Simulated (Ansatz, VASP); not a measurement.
## W in VASP and in Ansatz

The input INCAR:

```
PREC     = Accurate       # precision mode
ENCUT    = 520            # plane-wave cutoff, eV
EDIFF    = 1E-6           # SCF threshold, eV
ISMEAR   = -1             # smearing method
SIGMA    = 0.1            # smearing width, eV
LREAL    = F              # projectors in reciprocal space
LASPH    = T              # aspherical terms in the spheres
NELM     = 60             # most SCF steps
ALGO     = Normal         # electronic algorithm
ISIF     = 2              # what is computed and relaxed
LWAVE    = F              # write WAVECAR
LCHARG   = T              # write CHGCAR
GGA      = RE             # functional
LELF     = T              # ELF
LVHAR    = T            
NBANDS   = 28             # bands
```

KPOINTS

```
regular mesh
0
Gamma
  9 9 13
```

The input POSCAR:

```
W
1.0
    4.8824647615      0.0000000000      0.0000000000
   -2.4412323807      4.2283385165      0.0000000000
    0.0000000000      0.0000000000      2.7187090880
W
3
Direct
    0.0000000000      1.0000000000      0.0000000000
    0.3333333333      0.6666666667      0.5000000000
    0.6666666667      0.3333333333      0.5000000000
```

Input for Ansatz:

```yaml
crystal:
  lattice:
    - [4.8824647615, 0.0, 0.0]
    - [-2.4412323807, 4.2283385165, 0.0]
    - [0.0, 0.0, 2.718709088]
  atoms:
    - { symbol: W, position: [0.0, 1.0, 0.0] }
    - { symbol: W, position: [0.3333333333, 0.6666666667, 0.5] }
    - { symbol: W, position: [0.6666666667, 0.3333333333, 0.5] }
hamiltonian:
  xc: revpbe
  pseudopotentials:
    kind: paw
    azcp:
      W: "pseudopotentials/W.paw.azcp"
basis:
  ecutwfc: 420
  fft_grid_basis: typed
kpoints:
  mp_grid: { grid: [9, 9, 13], shift: [0, 0, 0] }
magnetization:
  spin_polarized: false
scf:
  occupations: { method: fermi_dirac, width: 0.1 }
  lower_state_search: "off"
output:
  stress: true
  write_density: true
  write_potential: true
  elf: true
  volumetric_format: npy
```

Alike in both runs: task single point; functional revPBE; k mesh 9 × 9 × 13; occupations fermi-dirac, width 0.1 eV; no spin polarisation.

|  | VASP | Ansatz |
| --- | --- | --- |
| version | VASP 6.6.1 | Ansatz 0.2.0 |
| potentials or method | VASP PAW PBE potentials, release 64 (W_sv), cutoff 520 eV | plane waves (420 eV) with PAW, scalar-relativistic |
| valence electrons in the cell | 42 | 42 |

Ansatz gave:

* pressure (GPa): -23.9
* traceless stress, the component that is largest in VASP (GPa): -2.53

Task: Which values does VASP return?

Result: Pressure (GPa): -23.7; traceless stress, the component that is largest in VASP (GPa): -2.36.

VASP's potentials were made for PBE, not for revPBE.

Neither program's run includes spin-orbit coupling.
